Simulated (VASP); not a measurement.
# P (Pm-3m) in VASP: notebook

P is run at these levels: r2SCAN+D3(BJ); tasks: single point.

Program: VASP 6.6.1. These are calculated values, not measurements. Logs are shortened: lines on timing, memory, paths and dates and some standing lists are left out, and cuts for length are marked.

## Step 1: The cell of the first run

Symmetry: Pm-3m, No. 221, cubic system. The conventional cell has a = 2.352 Å, b = 2.352 Å, c = 2.352 Å, α = 90.00°, β = 90.00°, γ = 90.00°. P (site symmetry m-3m) has 6 P at 2.35 Å within 3.1 Å.

This isn't the form of P at room conditions, which is orthorhombic.

## Step 2: Single point, r2SCAN+D3(BJ) (13.02 Å³/atom)

File POSCAR:

```
P
1.0
    2.3523785919      0.0000000000      0.0000000000
    0.0000000000      2.3523785919      0.0000000000
    0.0000000000      0.0000000000      2.3523785919
P
1
Direct
    0.0000000000      0.0000000000      0.0000000000
```

File INCAR.step1:

```
PREC     = Accurate       # precision mode
ENCUT    = 520            # plane-wave cutoff, eV
ISMEAR   = 0              # smearing method
SIGMA    = 0.05           # smearing width, eV
LREAL    = F              # projectors in reciprocal space
LASPH    = T              # aspherical terms in the spheres
NELM     = 80             # most SCF steps
NBANDS   = 8              # bands
GGA      = PE             # functional
ALGO     = Normal         # electronic algorithm
EDIFF    = 1E-4           # SCF threshold, eV
LWAVE    = T              # write WAVECAR
LCHARG   = F              # write CHGCAR
```

File INCAR.step2:

```
PREC     = Accurate       # precision mode
ENCUT    = 520            # plane-wave cutoff, eV
EDIFF    = 1E-6           # SCF threshold, eV
ISMEAR   = 0              # smearing method
SIGMA    = 0.05           # smearing width, eV
LREAL    = F              # projectors in reciprocal space
LASPH    = T              # aspherical terms in the spheres
NELM     = 80             # most SCF steps
ALGO     = Normal         # electronic algorithm
ISIF     = 2              # what is computed and relaxed
LWAVE    = F              # write WAVECAR
LCHARG   = T              # write CHGCAR
METAGGA  = R2SCAN         # meta-GGA
LMIXTAU  = T            
IVDW     = 12             # dispersion correction
VDW_S6   = 1.0          
VDW_S8   = 0.78981345   
VDW_A1   = 0.49484001   
VDW_A2   = 5.73083694   
LELF     = T              # ELF
LVHAR    = T            
NBANDS   = 8              # bands
ISTART   = 1
```

File KPOINTS:

```
Automatic mesh
0
Gamma
  18 18 18
```

Potentials or basis: VASP PAW PBE potentials, release 64 (P).

Launch:

```bash
> cat potpaw_PBE.64/P/POTCAR > POTCAR
> cp INCAR.step1 INCAR
> mpirun -np 1 vasp_std > vasp.out
> cp INCAR.step2 INCAR
> mpirun -np 1 vasp_std > vasp.out
```

OUTCAR:

```text
PREC = Accurate
   ENCUT = 520
   EDIFF = 1E-6
   ISMEAR = 0
   LREAL = F
   LASPH = T
   NELM = 80
   ISIF = 2
   METAGGA = R2SCAN
   IVDW = 12
   ISTART = 1
 IVDW          = 12

 ion  position               nearest neighbor table
   1  0.000  0.000  0.000-

  LATTYP: Found a simple cubic cell.
 ALAT       =     2.3523785919

  Lattice vectors:

 A1 = (   2.3523785919,   0.0000000000,   0.0000000000)
 A2 = (   0.0000000000,   2.3523785919,   0.0000000000)
 A3 = (   0.0000000000,   0.0000000000,   2.3523785919)

Analysis of symmetry for initial positions (statically):
=====================================================================
 Subroutine PRICEL returns:
 Original cell was already a primitive cell.

 Routine SETGRP: Setting up the symmetry group for a
 simple cubic supercell.

 Subroutine GETGRP returns: Found 48 space group operations
 (whereof 48 operations were pure point group operations)
 out of a pool of 48 trial point group operations.

The static configuration has the point symmetry O_h .

Analysis of symmetry for dynamics (positions and initial velocities):
=====================================================================
 Subroutine PRICEL returns:
 Original cell was already a primitive cell.

 Routine SETGRP: Setting up the symmetry group for a
 simple cubic supercell.

 Subroutine GETGRP returns: Found 48 space group operations
 (whereof 48 operations were pure point group operations)
 out of a pool of 48 trial point group operations.

The dynamic configuration has the point symmetry O_h .

 Subroutine INISYM returns: Found 48 space group operations
 (whereof 48 operations are pure point group operations),
 and found     1 'primitive' translations

----------------------------------------------------------------------------------------

                                     Primitive cell

  volume of cell :      13.0173

  direct lattice vectors                    reciprocal lattice vectors
     2.352378592  0.000000000  0.000000000     0.425101641  0.000000000  0.000000000
     0.000000000  2.352378592  0.000000000     0.000000000  0.425101641  0.000000000
     0.000000000  0.000000000  2.352378592     0.000000000  0.000000000  0.425101641

  length of vectors
     2.352378592  2.352378592  2.352378592     0.425101641  0.425101641  0.425101641

  position of ions in fractional coordinates (direct lattice)
     0.000000000  0.000000000  0.000000000

  ion indices of the primitive-cell ions
   primitive index   ion index
                 1           1

----------------------------------------------------------------------------------------

 KPOINTS: Automatic mesh

Automatic generation of k-mesh.
 Grid dimensions read from file:
 generate k-points for:   18   18   18

 Generating k-lattice:

  Cartesian coordinates                     Fractional coordinates (reciprocal lattice)
     0.023616758  0.000000000  0.000000000     0.055555556  0.000000000  0.000000000
     0.000000000  0.023616758  0.000000000     0.000000000  0.055555556  0.000000000
     0.000000000  0.000000000  0.023616758     0.000000000  0.000000000  0.055555556

  Length of vectors
     0.023616758  0.023616758  0.023616758

  Shift w.r.t. Gamma in fractional coordinates (k-lattice)
     0.000000000  0.000000000  0.000000000

 Subroutine IBZKPT returns following result:
 ===========================================

 Found    220 irreducible k-points:

 Following reciprocal coordinates:
            Coordinates               Weight
  0.000000  0.000000  0.000000      1.000000
  0.055556  0.000000  0.000000      6.000000
  0.111111  0.000000  0.000000      6.000000
  0.166667  0.000000  0.000000      6.000000
  0.222222  0.000000  0.000000      6.000000
  0.277778  0.000000  0.000000      6.000000
[... 16 lines left out ...]
  0.277778  0.111111  0.000000     24.000000
  0.333333  0.111111  0.000000     24.000000
 [... further k-points ...]
   k-points           NKPTS =    220   k-points in BZ     NKDIM =    220   number of bands    NBANDS=      8
   number of dos      NEDOS =    301   number of ions     NIONS =      1
   total plane-waves  NPLWV =   5832
   dimension x,y,z NGX =    18 NGY =   18 NGZ =   18
   dimension x,y,z NGXF=    36 NGYF=   36 NGZF=   36
   ions per type =               1
   NGX,Y,Z   is equivalent  to a cutoff of  12.72, 12.72, 12.72 a.u.
   NGXF,Y,Z  is equivalent  to a cutoff of  25.44, 25.44, 25.44 a.u.
 SYSTEM =  unknown system
   PREC   = accura    normal or accurate (medium, high low for compatibility)
   ISTART =      1    job   : 0-new  1-cont  2-samecut
   ICHARG =      0    charge: 1-file 2-atom 10-const
   ISPIN  =      1    spin polarized calculation?
   LNONCOLLINEAR =      F non collinear calculations
   LSORBIT =      F    spin-orbit coupling
   LASPH  =      T    aspherical Exc in radial PAW
   ENCUT  =  520.0 eV  38.22 Ry    6.18 a.u.   4.37  4.37  4.37*2*pi/ulx,y,z
   NELM   =     80;   NELMIN=  2; NELMDL=  0     # of ELM steps
   EDIFF  = 0.1E-05   stopping-criterion for ELM
   LREAL  =      F    real-space projection
   EDIFFG = 0.1E-04   stopping-criterion for IOM
   NSW    =      0    number of steps for IOM
   IBRION =     -1    ionic relax: 0-MD 1-quasi-New 2-CG
   NFREE  =      0    steps in history (QN), initial steepest desc. (CG)
   ISIF   =      2    stress and relaxation
   ISYM   =      2    0-nonsym 1-usesym 2-fastsym
   POTIM  = 0.5000    time-step for ionic-motion
   TEBEG  =    0.0;   TEEND  =   0.0 temperature during run
   PSTRESS=    0.0 pullay stress
   NELECT =       5.0000    total number of electrons
   NUPDOWN=      -1.0000    fix difference up-down
   EMIN   =  10.00;   EMAX   =-10.00  energy-range for DOS
   EFERMI =   0.00;   METHOD = LEGACY
   ISMEAR =     0;   SIGMA  =   0.05  broadening in eV -4-tet -1-fermi 0-gaus
   EFERMI_NEDOS =   21; number of points for ismear=-14 and -15
   IALGO  =     38    algorithm
   IMIX   =      4    mixing-type and parameters
     AMIX     =   0.40;   BMIX     =  1.00
     AMIX_MAG =   1.60;   BMIX_MAG =  1.00
  volume/ion in A,a.u.               =      13.02        87.85
  Fermi-wavevector in a.u.,A,eV,Ry     =   1.190029  2.248829 19.268155  1.416169
  Thomas-Fermi vector in A             =   2.326123
   LORBIT       =      0    0 simple, 1 ext, 2 COOP (PROOUT), +10 PAW based schemes
   METAGGA = R2SCAN    functional components
   LHFCALC =     F    Hartree Fock is set to
   AEXX    =    0.0000 exact exchange contribution
   IVDW    =    12    specifies the selected vdW correction
   LEPSILON=     F    determine dielectric tensor
   LRPA    =     F    only Hartree local field effects (RPA)
 non-spin polarized calculation
 Gauss-broadening in eV      SIGMA  =   0.05
  energy-cutoff  :      520.00
  volume of cell :       13.02
 maximum number of plane-waves:       365
 NGX is ok and might be reduce to    18
   NGX =  9   NGY =  9   NGZ =  9

 number of electron       5.0000002 magnetization

 Free energy of the ion-electron system (eV)
  ---------------------------------------------------
  ext. energy  EPLUGINS =         0.00000000
  ---------------------------------------------------
  free energy    TOTEN  =        -8.74885559 eV

  energy without entropy =       -8.74841227  energy(sigma->0) =       -8.74863393

 E-fermi :  11.1808     XC(G=0): -12.4080

 val. band max:       11.1560585884   @ k =   0.4444   0.2778   0.1667
 cond. band min:      11.1886254771   @ k =   0.5000   0.2778   0.2778
 fundamental gap:      0.0325668887
 Fermi energy:        11.1807881194

 k-point     1 :       0.0000    0.0000    0.0000
  band No.  band energies     occupation
      1      -7.2927      2.00000
      2      17.2859      0.00000
      3      17.2859      0.00000
      4      17.2859      0.00000
      5      18.2547      0.00000
      6      18.2547      0.00000
      7      28.3939      0.00000
      8      38.8006      0.00000

 k-point     2 :       0.0556    0.0000    0.0000
  band No.  band energies     occupation
      1      -7.2119      2.00000
      2      15.3987      0.00000
      3      17.3516      0.00000
      4      17.3516      0.00000
      5      18.3184      0.00000
      6      20.0636      0.00000
      7      28.6471      0.00000
      8      38.1610      0.00000

 k-point     3 :       0.1111    0.0000    0.0000
  band No.  band energies     occupation
      1      -6.9698      2.00000
      2      13.1125      0.00000
      3      17.5478      0.00000
      4      17.5478      0.00000
      5      18.5069      0.00000
      6      22.0737      0.00000
      7      29.4336      0.00000
      8      36.6519      0.00000

 k-point     4 :       0.1667    0.0000    0.0000
  band No.  band energies     occupation
      1      -6.5685      2.00000
      2      10.8736      2.00000
      3      17.8706      0.00000
      4      17.8706      0.00000
      5      18.8119      0.00000
      6      23.7746      0.00000
      7      30.7645      0.00000
      8      34.8270      0.00000

 k-point     5 :       0.2222    0.0000    0.0000
  band No.  band energies     occupation
      1      -6.0116      2.00000
      2       8.7288      2.00000
      3      18.3120      0.00000
      4      18.3120      0.00000
      5      19.2174      0.00000
      6      25.1604      0.00000
      7      32.4550      0.00000
      8      32.9652      0.00000
[... 177 lines left out ...]
 k-point    22 :       0.2222    0.1111    0.0000
  band No.  band energies     occupation
      1      -5.6898      2.00000
      2       8.9625      2.00000
      3      14.4465      0.00000
      4      18.5708      0.00000
      5      21.8125      0.00000
      6      26.9097      0.00000
      7      29.8559      0.00000
      8      33.1915      0.00000

 k-point    23 :       0.2778    0.1111    0.0000
  band No.  band energies     occupation
      1      -4.9852      2.00000
      2       6.9719      2.00000
      3      14.9850      0.00000
      4      19.1137      0.00000
      5      22.3510      0.00000
      6      27.2882      0.00000
      7      29.1000      0.00000
      8      31.4291      0.00000

 k-point    24 :       0.3333    0.1111    0.0000
  band No.  band energies     occupation
      1      -4.1471      2.00000
      2       5.1144      2.00000
      3      15.6089      0.00000
      4      19.7294      0.00000
      5      22.8953      0.00000
      6      26.1920      0.00000
      7      29.7127      0.00000
      8      29.8364      0.00000

 [... further k-points ...]

------------------------ aborting loop because EDIFF is reached ----------------------------------------

 Edisp (eV)   -0.25442

 E8    (eV) :    -0.0724

  FORCE on cell =-STRESS in cart. coord.  units (eV):
  Direction    XX          YY          ZZ          XY          YZ          ZX
  --------------------------------------------------------------------------------------
  -------------------------------------------------------------------------------------
  Total       0.97510     0.97510     0.97510     0.00000    -0.00000    -0.00000
  in kB     120.01520   120.01520   120.01520     0.00000    -0.00000    -0.00000
  external pressure =      120.02 kB  Pullay stress =        0.00 kB

 VOLUME and BASIS-vectors are now :
 -----------------------------------------------------------------------------
  energy-cutoff  :      520.00
  volume of cell :       13.02
      direct lattice vectors                 reciprocal lattice vectors
     2.352378592  0.000000000  0.000000000     0.425101641  0.000000000  0.000000000
     0.000000000  2.352378592  0.000000000     0.000000000  0.425101641  0.000000000
     0.000000000  0.000000000  2.352378592     0.000000000  0.000000000  0.425101641

 POSITION                                       TOTAL-FORCE (eV/Angst)
 -----------------------------------------------------------------------------------
      0.00000      0.00000      0.00000         0.000000      0.000000      0.000000
 -----------------------------------------------------------------------------------
    total drift:                                0.000000     -0.000000      0.000000

  FREE ENERGIE OF THE ION-ELECTRON SYSTEM (eV)
  ---------------------------------------------------
  free  energy   TOTEN  =        -9.0032718364 eV

  energy  without entropy=       -9.0028285164  energy(sigma->0) =       -9.00305018
```

Wall time 72 s (1 thread of Intel Xeon Platinum 8259CL at 2.50GHz (Skylake/Cascade Lake), shared host); peak memory 0.13 GiB.

Results:

- Free energy: -9.0033 eV
- Pressure: 12.0 GPa
- Band gap on the k mesh: zero (an odd number of electrons rules out a gap without spin polarisation)
- Dispersion energy per atom: -0.254 eV

Levels at points of the mesh, in eV from the Fermi level:
```csv
k point,band 1,band 2,band 3,band 4,band 5,band 6,band 7
"(0.00, 0.00, 0.00)",-18.47,6.11,6.11,6.11,7.07,7.07,17.21
"(0.50, 0.00, 0.00)",-13.33,-10.01,9.65,9.65,9.97,15.77,15.77
"(0.50, 0.50, 0.00)",-7.57,-6.08,-6.08,0.67,13.04,18.69,18.69
"(0.50, 0.50, 0.50)",-2.41,-2.41,-2.41,0.11,4.73,4.73,4.73
```

Caveat: the cell stands under pressure; the PAW data sets were made with another functional, which shifts forces and pressure a little.

## Step 3: Single point, r2SCAN+D3(BJ) (13.58 Å³/atom)

This run uses another cell than the first one, of 13.58 Å³/atom.

File POSCAR:

```
P
1.0
    2.3859885412      0.0000000000      0.0000000000
    0.0000000000      2.3859885412      0.0000000000
    0.0000000000      0.0000000000      2.3859885412
P
1
Direct
    0.0000000000      0.0000000000      0.0000000000
```

File INCAR.step1:

```
PREC = Accurate
ENCUT = 520
ISMEAR = 0
SIGMA = 0.05
LREAL = F
LASPH = T
NELM = 80
NBANDS = 8
GGA = PE
ALGO = Normal
EDIFF = 1E-4
LWAVE = T
LCHARG = F
```

File INCAR.step2:

```
PREC = Accurate
ENCUT = 520
EDIFF = 1E-6
ISMEAR = 0
SIGMA = 0.05
LREAL = F
LASPH = T
NELM = 80
ALGO = Normal
ISIF = 2
LWAVE = F
LCHARG = T
METAGGA = R2SCAN
LMIXTAU = T
IVDW = 12
VDW_S6 = 1.0
VDW_S8 = 0.78981345
VDW_A1 = 0.49484001
VDW_A2 = 5.73083694
LELF = T
LVHAR = T
NBANDS = 8
ISTART = 1
```

KPOINTS is that of step 2.

Potentials or basis: VASP PAW PBE potentials, release 64 (P).

Launch:

```bash
> cat potpaw_PBE.64/P/POTCAR > POTCAR
> cp INCAR.step1 INCAR
> mpirun -np 1 vasp_std > vasp.out
> cp INCAR.step2 INCAR
> mpirun -np 1 vasp_std > vasp.out
```

It took 59 s on 1 thread of Intel Xeon Platinum 8259CL at 2.50GHz (Skylake/Cascade Lake), shared host; peak memory 0.14 GiB.

It converged, with:

- Free energy: -9.0328 eV
- Pressure: 4.9 GPa
- Band gap on the k mesh: zero (an odd number of electrons rules out a gap without spin polarisation)
- Dispersion energy per atom: -0.244 eV

Levels at points of the mesh, in eV from the Fermi level:
```csv
k point,band 1,band 2,band 3,band 4,band 5,band 6
"(0.00, 0.00, 0.00)",-17.97,5.86,5.86,5.86,7.16,7.16
"(0.50, 0.00, 0.00)",-13.07,-9.59,9.19,9.19,9.96,15.59
"(0.50, 0.50, 0.00)",-7.61,-5.84,-5.84,0.97,12.36,18.41
"(0.50, 0.50, 0.50)",-2.35,-2.35,-2.35,-0.47,4.92,4.92
```

Caveat: the cell stands under pressure; the PAW data sets were made with another functional, which shifts forces and pressure a little.

## Step 4: Single point, r2SCAN+D3(BJ) (14.15 Å³/atom)

This run uses another cell than the first one, of 14.15 Å³/atom.

File POSCAR:

```
P
1.0
    2.4186773778      0.0000000000      0.0000000000
    0.0000000000      2.4186773778      0.0000000000
    0.0000000000      0.0000000000      2.4186773778
P
1
Direct
    0.0000000000      0.0000000000      0.0000000000
```

File INCAR.step1:

```
SYSTEM = P
  ALGO = Normal
  EDIFF = 1E-4
  ENCUT = 520
  GGA = PE
  ISMEAR = 0
  LASPH = .TRUE.
  LCHARG = .FALSE.
  LREAL = .FALSE.
  LWAVE = .TRUE.
  NBANDS = 8
  NELM = 100
  PREC = Accurate
  SIGMA = 0.05
```

File INCAR.step2:

```
SYSTEM = P
  ALGO = Normal
  EDIFF = 1E-6
  ENCUT = 520
  ISIF = 2
  ISMEAR = 0
  ISTART = 1
  IVDW = 12
  LASPH = .TRUE.
  LCHARG = .FALSE.
  LMIXTAU = .TRUE.
  LREAL = .FALSE.
  LWAVE = .FALSE.
  METAGGA = R2SCAN
  NBANDS = 8
  NELM = 100
  PREC = Accurate
  SIGMA = 0.05
  VDW_A1 = 0.49484001
  VDW_A2 = 5.73083694
  VDW_S6 = 1.0
  VDW_S8 = 0.78981345
```

File KPOINTS:

```
k-points
0
G
  18 18 18
  0 0 0
```

Launch:

```bash
> cat potpaw_PBE.64/P/POTCAR > POTCAR
> cp INCAR.step1 INCAR
> mpirun -np 1 vasp_std > vasp.out
> cp INCAR.step2 INCAR
> mpirun -np 1 vasp_std > vasp.out
```

Wall time 63 s (1 thread of Intel Xeon Platinum 8259CL at 2.50GHz (Skylake/Cascade Lake), shared host); peak memory 0.14 GiB.

The run converged. Its results:

```
Free energy                : -9.0401 eV
Pressure                   : -0.6 GPa
Band gap on the k mesh     : zero (an odd number of electrons rules out a gap without spin polarisation)
Dispersion energy per atom : -0.234 eV
```

Levels at points of the mesh, in eV from the Fermi level:
| k point | band 1 | band 2 | band 3 | band 4 | band 5 | band 6 | band 7 | band 8 |
| --- | --- | --- | --- | --- | --- | --- | --- | --- |
| (0.00, 0.00, 0.00) | -17.54 | 5.60 | 5.60 | 5.60 | 7.22 | 7.22 | 16.06 | 26.40 |
| (0.50, 0.00, 0.00) | -12.86 | -9.22 | 8.74 | 8.74 | 9.92 | 15.40 | 15.40 | 18.26 |
| (0.50, 0.50, 0.00) | -7.68 | -5.64 | -5.64 | 1.23 | 11.70 | 18.11 | 18.11 | 18.63 |
| (0.50, 0.50, 0.50) | -2.32 | -2.32 | -2.32 | -1.02 | 5.06 | 5.06 | 5.06 | 12.03 |

Caveat: the PAW data sets were made with another functional, which shifts forces and pressure a little.

## Step 5: The runs side by side

```tsv
cell	gap on the mesh (eV)	pressure (GPa)
a = 2.352 Å, 1 atom	none	12.0
a = 2.386 Å, 1 atom	none	4.9
a = 2.419 Å, 1 atom	none	-0.6
```

Alike in all rows: task single point; level r2SCAN+D3(BJ); potentials or basis VASP PAW PBE potentials, release 64 (P); no spin polarisation; k mesh 18 × 18 × 18; cutoff (eV) 520; smearing gaussian 0.05 eV.

Caveats: the PAW data sets were made with another functional, which shifts forces and pressure a little; the cell stands under pressure (at least some runs).

Absolute energies hang on the potentials; compare differences alone.
